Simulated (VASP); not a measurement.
# TaN (Cm) in VASP: further runs

Runs on TaN. Level: LDA. Tasks: single point.

Everything below comes from runs of VASP 6.6.1. Logs are shortened: lines on timing, memory, paths and dates and some standing lists are left out, and cuts for length are marked.

### 1 The cell of the first run

Symmetry: Cm, No. 8, monoclinic system. Conventional cell: a = 4.348 Å, b = 4.348 Å, c = 3.074 Å, α = 90.00°, β = 135.00°, γ = 90.00°. Within 2.6 Å of Ta (site symmetry m) lie 6 N at 1.98 to 2.37 Å. Within 2.6 Å of N (site symmetry m) lie 6 Ta at 1.98 to 2.37 Å.

### 2 Single point, LDA (atoms displaced along several vibrational modes)

The input, INCAR:

```
SYSTEM = TaN
PREC     = Accurate       ! precision mode
ENCUT    = 520            ! plane-wave cutoff, eV
EDIFF    = 1E-6           ! SCF threshold, eV
ISMEAR   = 0              ! smearing method
SIGMA    = 0.15           ! smearing width, eV
LREAL    = .FALSE.        ! projectors in reciprocal space
LASPH    = .TRUE.         ! aspherical terms in the spheres
NELM     = 60             ! most SCF steps
ALGO     = Normal         ! electronic algorithm
ISIF     = 2              ! what is computed and relaxed
LWAVE    = .FALSE.        ! write WAVECAR
LCHARG   = .FALSE.        ! write CHGCAR
GGA      = CA             ! functional
NBANDS   = 15             ! bands
```

The input, KPOINTS:

```
Automatic mesh
0
G
  18 18 18
  0 0 0
```

The input, POSCAR:

```
TaN
1.0
    0.0000000000      2.1738356505      2.1738356505
    2.1738356505      0.0000000000      2.1738356505
    2.1738356505      2.1738356505      0.0000000000
Ta N
1 1
Direct
    0.4989139126      0.5054304368      0.5010860874
    0.0140304995     -0.0701524975     -0.0140304995
```

Potentials or basis: VASP PAW LDA potentials, release 64 (Ta_pv, N).

On the command line:

```console
cat potpaw_LDA.64/Ta_pv/POTCAR potpaw_LDA.64/N/POTCAR > POTCAR
mpirun -np 1 vasp_std > vasp.out
```

OUTCAR:

```text
SYSTEM = TaN
   PREC = Accurate
   ENCUT = 520
   EDIFF = 1E-6
   ISMEAR = 0
   LREAL = .FALSE.
   LASPH = .TRUE.
   NELM = 60
   ISIF = 2
   GGA = CA

 ion  position               nearest neighbor table
   1  0.499  0.505  0.501-   2 1.98   2 2.05   2 2.19   2 2.19   2 2.31   2 2.37
   2  0.014  0.930  0.986-   1 1.98   1 2.05   1 2.19   1 2.19   1 2.31   1 2.37

  LATTYP: Found a face centered cubic cell.
 ALAT       =     4.3476713010

  Lattice vectors:

 A1 = (   0.0000000000,   2.1738356505,   2.1738356505)
 A2 = (   2.1738356505,   0.0000000000,   2.1738356505)
 A3 = (   2.1738356505,   2.1738356505,   0.0000000000)

Analysis of symmetry for initial positions (statically):
=====================================================================
 Subroutine PRICEL returns:
 Original cell was already a primitive cell.

 Routine SETGRP: Setting up the symmetry group for a
 face centered cubic supercell.

 Subroutine GETGRP returns: Found  2 space group operations
 (whereof  2 operations were pure point group operations)
 out of a pool of 48 trial point group operations.

The static configuration has the point symmetry C_1h.

Analysis of symmetry for dynamics (positions and initial velocities):
=====================================================================
 Subroutine PRICEL returns:
 Original cell was already a primitive cell.

 Routine SETGRP: Setting up the symmetry group for a
 face centered cubic supercell.

 Subroutine GETGRP returns: Found  2 space group operations
 (whereof  2 operations were pure point group operations)
 out of a pool of 48 trial point group operations.

The dynamic configuration has the point symmetry C_1h.

 Subroutine INISYM returns: Found  2 space group operations
 (whereof  2 operations are pure point group operations),
 and found     1 'primitive' translations

----------------------------------------------------------------------------------------

                                     Primitive cell

  volume of cell :      20.5452

  direct lattice vectors                    reciprocal lattice vectors
     0.000000000  2.173835651  2.173835651    -0.230008188  0.230008188  0.230008188
     2.173835651  0.000000000  2.173835651     0.230008188 -0.230008188  0.230008188
     2.173835651  2.173835651  0.000000000     0.230008188  0.230008188 -0.230008188

  length of vectors
     3.074267859  3.074267859  3.074267859     0.398385869  0.398385869  0.398385869

  position of ions in fractional coordinates (direct lattice)
     0.498913913  0.505430437  0.501086087
     0.014030500  0.929847503  0.985969500

  ion indices of the primitive-cell ions
   primitive index   ion index
                 1           1
                 2           2

----------------------------------------------------------------------------------------

 KPOINTS: Automatic mesh

Automatic generation of k-mesh.
 Grid dimensions read from file:
 generate k-points for:   18   18   18

 Generating k-lattice:

  Cartesian coordinates                     Fractional coordinates (reciprocal lattice)
    -0.012778233  0.012778233  0.012778233     0.055555556  0.000000000  0.000000000
     0.012778233 -0.012778233  0.012778233     0.000000000  0.055555556  0.000000000
     0.012778233  0.012778233 -0.012778233     0.000000000  0.000000000  0.055555556

  Length of vectors
     0.022132548  0.022132548  0.022132548

  Shift w.r.t. Gamma in fractional coordinates (k-lattice)
     0.000000000  0.000000000  0.000000000

 Subroutine IBZKPT returns following result:
 ===========================================

 Found   1550 irreducible k-points:

 Following reciprocal coordinates:
            Coordinates               Weight
  0.000000  0.000000  0.000000      1.000000
  0.055556  0.000000  0.000000      4.000000
  0.000000  0.055556  0.000000      4.000000
  0.111111  0.000000  0.000000      4.000000
  0.000000  0.111111  0.000000      4.000000
  0.166667  0.000000  0.000000      4.000000
[... 16 lines left out ...]
  0.111111  0.055556  0.000000      4.000000
  0.000000  0.111111  0.055556      4.000000
 [... further k-points ...]
   k-points           NKPTS =   1550   k-points in BZ     NKDIM =   1550   number of bands    NBANDS=     15
   number of dos      NEDOS =    301   number of ions     NIONS =      2
   total plane-waves  NPLWV =  13824
   dimension x,y,z NGX =    24 NGY =   24 NGZ =   24
   dimension x,y,z NGXF=    48 NGYF=   48 NGZF=   48
   ions per type =               1   1
   NGX,Y,Z   is equivalent  to a cutoff of  12.98, 12.98, 12.98 a.u.
   NGXF,Y,Z  is equivalent  to a cutoff of  25.96, 25.96, 25.96 a.u.
 SYSTEM =  TaN
   PREC   = accura    normal or accurate (medium, high low for compatibility)
   ISTART =      0    job   : 0-new  1-cont  2-samecut
   ICHARG =      2    charge: 1-file 2-atom 10-const
   ISPIN  =      1    spin polarized calculation?
   LNONCOLLINEAR =      F non collinear calculations
   LSORBIT =      F    spin-orbit coupling
   LASPH  =      T    aspherical Exc in radial PAW
   ENCUT  =  520.0 eV  38.22 Ry    6.18 a.u.   5.72  5.72  5.72*2*pi/ulx,y,z
   NELM   =     60;   NELMIN=  2; NELMDL= -5     # of ELM steps
   EDIFF  = 0.1E-05   stopping-criterion for ELM
   LREAL  =      F    real-space projection
   EDIFFG = 0.1E-04   stopping-criterion for IOM
   NSW    =      0    number of steps for IOM
   IBRION =     -1    ionic relax: 0-MD 1-quasi-New 2-CG
   NFREE  =      0    steps in history (QN), initial steepest desc. (CG)
   ISIF   =      2    stress and relaxation
   ISYM   =      2    0-nonsym 1-usesym 2-fastsym
   POTIM  = 0.5000    time-step for ionic-motion
   TEBEG  =    0.0;   TEEND  =   0.0 temperature during run
   PSTRESS=    0.0 pullay stress
   NELECT =      16.0000    total number of electrons
   NUPDOWN=      -1.0000    fix difference up-down
   EMIN   =  10.00;   EMAX   =-10.00  energy-range for DOS
   EFERMI =   0.00;   METHOD = LEGACY
   ISMEAR =     0;   SIGMA  =   0.15  broadening in eV -4-tet -1-fermi 0-gaus
   EFERMI_NEDOS =   21; number of points for ismear=-14 and -15
   IALGO  =     38    algorithm
   IMIX   =      4    mixing-type and parameters
     AMIX     =   0.40;   BMIX     =  1.00
     AMIX_MAG =   1.60;   BMIX_MAG =  1.00
  volume/ion in A,a.u.               =      10.27        69.32
  Fermi-wavevector in a.u.,A,eV,Ry     =   1.506184  2.846276 30.866057  2.268591
  Thomas-Fermi vector in A             =   2.616935
   LORBIT       =      0    0 simple, 1 ext, 2 COOP (PROOUT), +10 PAW based schemes
   GGA     = CA    functional components
   LHFCALC =     F    Hartree Fock is set to
   AEXX    =    0.0000 exact exchange contribution
   IVDW    =     0    specifies the selected vdW correction
   LEPSILON=     F    determine dielectric tensor
   LRPA    =     F    only Hartree local field effects (RPA)
 non-spin polarized calculation
 Gauss-broadening in eV      SIGMA  =   0.15
  energy-cutoff  :      520.00
  volume of cell :       20.55
 maximum number of plane-waves:       568
   NGX = 11   NGY = 11   NGZ = 11

 number of electron      16.0000000 magnetization

 Free energy of the ion-electron system (eV)
  ---------------------------------------------------
  ext. energy  EPLUGINS =         0.00000000
  ---------------------------------------------------
  free energy    TOTEN  =       -23.86722956 eV

  energy without entropy =      -23.85832399  energy(sigma->0) =      -23.86277677

 E-fermi :   9.6508     XC(G=0): -13.8248

 val. band max:        9.6503060175   @ k =  -0.2778   0.2778   0.0556
 cond. band min:       9.6519186812   @ k =  -0.3333   0.3889   0.2222
 fundamental gap:      0.0016126637
 Fermi energy:         9.6507952464

 k-point     1 :       0.0000    0.0000    0.0000
  band No.  band energies     occupation
      1     -25.6678      2.00000
      2     -25.6261      2.00000
      3     -25.6051      2.00000
      4      -9.0932      2.00000
      5       4.6904      2.00000
      6       4.8617      2.00000
      7       5.0295      2.00000
      8       7.5729      2.00000
      9       8.6171      2.00000
     10       8.8615      2.00000
     11      10.3666      0.00000
     12      11.1024      0.00000
     13      11.6729      0.00000
     14      19.1228      0.00000
     15      21.3904      0.00000

 k-point     2 :       0.0556    0.0000    0.0000
  band No.  band energies     occupation
      1     -25.6909      2.00000
      2     -25.6346      2.00000
      3     -25.6136      2.00000
      4      -9.0101      2.00000
      5       4.2605      2.00000
      6       4.7885      2.00000
      7       5.1676      2.00000
      8       7.5713      2.00000
      9       8.4517      2.00000
     10       8.7633      2.00000
     11      10.7156      0.00000
     12      11.4704      0.00000
     13      11.9238      0.00000
     14      19.3659      0.00000
     15      21.3904      0.00000

 k-point     3 :       0.0000    0.0556    0.0000
  band No.  band energies     occupation
      1     -25.6824      2.00000
      2     -25.6429      2.00000
      3     -25.6127      2.00000
      4      -9.0128      2.00000
      5       4.3469      2.00000
      6       4.8131      2.00000
      7       4.9416      2.00000
      8       7.6593      2.00000
      9       8.6036      2.00000
     10       8.7171      2.00000
     11      10.7362      0.00000
     12      11.3557      0.00000
     13      11.9405      0.00000
     14      19.3728      0.00000
     15      21.3904      0.00000
[... 343 lines left out ...]
 k-point    23 :       0.1111    0.0556    0.0000
  band No.  band energies     occupation
      1     -25.7504      2.00000
      2     -25.6645      2.00000
      3     -25.6262      2.00000
      4      -8.7999      2.00000
      5       3.6161      2.00000
      6       4.5130      2.00000
      7       5.1507      2.00000
      8       7.4858      2.00000
      9       8.2626      2.00000
     10       9.0977      2.00000
     11      10.9819      0.00000
     12      11.9433      0.00000
     13      12.9588      0.00000
     14      19.9850      0.00000
     15      21.3902      0.00000

 k-point    24 :       0.0000    0.1111    0.0556
  band No.  band energies     occupation
      1     -25.7545      2.00000
      2     -25.6547      2.00000
      3     -25.6294      2.00000
      4      -8.8030      2.00000
      5       3.7562      2.00000
      6       4.5036      2.00000
      7       4.7030      2.00000
      8       7.5258      2.00000
      9       8.8873      2.00000
     10       9.0667      2.00000
     11      10.8535      0.00000
     12      11.6753      0.00000
     13      13.0580      0.00000
     14      20.0035      0.00000
     15      21.3902      0.00000

 [... further k-points ...]

------------------------ aborting loop because EDIFF is reached ----------------------------------------

  FORCE on cell =-STRESS in cart. coord.  units (eV):
  Direction    XX          YY          ZZ          XY          YZ          ZX
  --------------------------------------------------------------------------------------
  -------------------------------------------------------------------------------------
  Total        3.1113390      0.2722539      1.5160185      0.0000000      0.0000000     -0.5349744
  in kB      242.6318427     21.2312033    118.2238138      0.0000000      0.0000000    -41.7189555
  external PRESSURE =     127.3622866 kB  Pullay stress =       0.0000000 kB

 VOLUME and BASIS-vectors are now :
 -----------------------------------------------------------------------------
  energy-cutoff  :      520.00
  volume of cell :       20.55
      direct lattice vectors                 reciprocal lattice vectors
     0.000000000  2.173835651  2.173835651    -0.230008188  0.230008188  0.230008188
     2.173835651  0.000000000  2.173835651     0.230008188 -0.230008188  0.230008188
     2.173835651  2.173835651  0.000000000     0.230008188  0.230008188 -0.230008188

 POSITION                                       TOTAL-FORCE (eV/Angst)
 -----------------------------------------------------------------------------------
      2.18800      2.17384      2.18328        -2.294517      0.000000     -1.370582
      4.16467      2.17384      2.05184         2.294517      0.000000      1.370582
 -----------------------------------------------------------------------------------
    total drift:                                0.000029     -0.000000      0.000060

  FREE ENERGIE OF THE ION-ELECTRON SYSTEM (eV)
  ---------------------------------------------------
  free  energy   TOTEN  =       -23.8672295621 eV

  energy  without entropy=      -23.8583239872  energy(sigma->0) =      -23.86277677
```

Run time: 6.1 min. Hardware: 1 thread of Intel Xeon 8259CL, shared host; peak memory 0.55 GiB.

What came out:

| Quantity | Value |
| --- | --- |
| Free energy | -23.8672 eV |
| Pressure | 12.7 GPa |
| Largest force | 2.673 eV/Å |
| Band gap on the k mesh | zero (bands 8 and 9 overlap by 3.30 eV) |

Forces in eV/Å, atoms in the order of the input:
```
Ta  -2.295  0.000 -1.371
N    2.295  0.000  1.371
```

Stress tensor (GPa, compression positive):
```
24.26  0.00 -4.17
 0.00  2.12  0.00
-4.17  0.00 11.82
```

Levels at points of the mesh, in eV from the Fermi level:
| k point | band 5 | band 6 | band 7 | band 8 | band 9 | band 10 | band 11 | band 12 |
| --- | --- | --- | --- | --- | --- | --- | --- | --- |
| (0.00, 0.00, 0.00) | -4.96 | -4.79 | -4.62 | -2.08 | -1.03 | -0.79 | 0.72 | 1.45 |
| (0.50, 0.00, 0.00) | -10.44 | -7.58 | -7.33 | 1.72 | 1.80 | 2.40 | 3.62 | 7.13 |
| (0.00, 0.50, 0.00) | -10.34 | -7.78 | -7.65 | 1.84 | 2.04 | 2.54 | 4.23 | 7.69 |
| (0.50, 0.50, 0.00) | -6.69 | -6.45 | -4.68 | -3.24 | 2.67 | 3.86 | 3.90 | 4.67 |
| (0.00, 0.50, 0.50) | -6.36 | -6.22 | -4.61 | -3.81 | 2.54 | 3.84 | 3.88 | 4.35 |
| (0.50, 0.00, 0.50) | -6.95 | -6.51 | -4.82 | -2.81 | 2.79 | 3.89 | 3.91 | 4.71 |

Caveat: the cell differs from its parent crystal (atoms displaced along several vibrational modes); the stress differs along the axes, from 2 to 24 GPa; spin-orbit coupling is left out, which moves the levels of the heavy elements; forces of over 1 eV/Å act on the atoms, so gaps and moduli don't describe the material at rest.

### 3 Single point, LDA (atoms displaced along several vibrational modes)

The input, INCAR:

```
SYSTEM = TaN
  ALGO = Normal
  EDIFF = 1E-6
  ENCUT = 520
  ISIF = 2
  ISMEAR = 0
  LASPH = .TRUE.
  LCHARG = .TRUE.
  LELF = .TRUE.
  LREAL = .FALSE.
  LVHAR = .TRUE.
  LWAVE = .FALSE.
  NBANDS = 15
  NELM = 100
  PREC = Accurate
  SIGMA = 0.15
```

The input, KPOINTS:

```
k-points
0
G
  18 18 18
  0 0 0
```

The input, POSCAR:

```
TaN
1.0
    0.0000000000      2.1738356505      2.1738356505
    2.1738356505      0.0000000000      2.1738356505
    2.1738356505      2.1738356505      0.0000000000
Ta N
1 1
Direct
    0.4989139126      0.5076026116      0.5010860874
    0.0140304995     -0.0982134965     -0.0140304995
```

Potentials or basis: VASP PAW LDA potentials, release 64 (Ta_pv, N).

On the command line:

```console
cat potpaw_LDA.64/Ta_pv/POTCAR potpaw_LDA.64/N/POTCAR > POTCAR
mpirun -np 1 vasp_std > vasp.out
```

Run time: 6.7 min. Hardware: 1 thread of Intel Xeon 8259CL, shared host; peak memory 0.55 GiB.

The run converged. Its results:

```
Free energy            : -23.5664 eV
Pressure               : 22.3 GPa
Largest force          : 4.011 eV/Å
Band gap on the k mesh : zero (bands 8 and 9 overlap by 2.93 eV)
```

Forces on the atoms (eV/Å):
```
Ta  -3.367  0.000 -2.179
N    3.367  0.000  2.179
```

Stress tensor (GPa, compression positive):
```
41.00  0.00 -8.81
 0.00  2.31  0.00
-8.81  0.00 23.60
```

Levels at points of the mesh, in eV from the Fermi level:
| k point | band 5 | band 6 | band 7 | band 8 | band 9 | band 10 | band 11 | band 12 |
| --- | --- | --- | --- | --- | --- | --- | --- | --- |
| (0.00, 0.00, 0.00) | -5.56 | -5.23 | -5.09 | -2.01 | -0.63 | -0.02 | 1.41 | 1.98 |
| (0.50, 0.00, 0.00) | -10.35 | -7.43 | -6.95 | 1.36 | 1.46 | 2.67 | 3.38 | 6.65 |
| (0.00, 0.50, 0.00) | -10.15 | -7.81 | -7.57 | 1.62 | 2.02 | 2.86 | 4.37 | 7.78 |
| (0.50, 0.50, 0.00) | -7.10 | -6.36 | -4.74 | -2.60 | 2.97 | 3.87 | 3.99 | 4.39 |
| (0.00, 0.50, 0.50) | -6.61 | -6.24 | -4.65 | -3.21 | 2.80 | 3.64 | 3.95 | 4.09 |
| (0.50, 0.00, 0.50) | -7.50 | -6.49 | -5.01 | -1.83 | 3.24 | 3.96 | 4.00 | 4.36 |

Caveat: the cell differs from its parent crystal (atoms displaced along several vibrational modes); the stress differs along the axes, from 2 to 41 GPa; spin-orbit coupling is left out, which moves the levels of the heavy elements; forces of over 1 eV/Å act on the atoms, so gaps and moduli don't describe the material at rest.
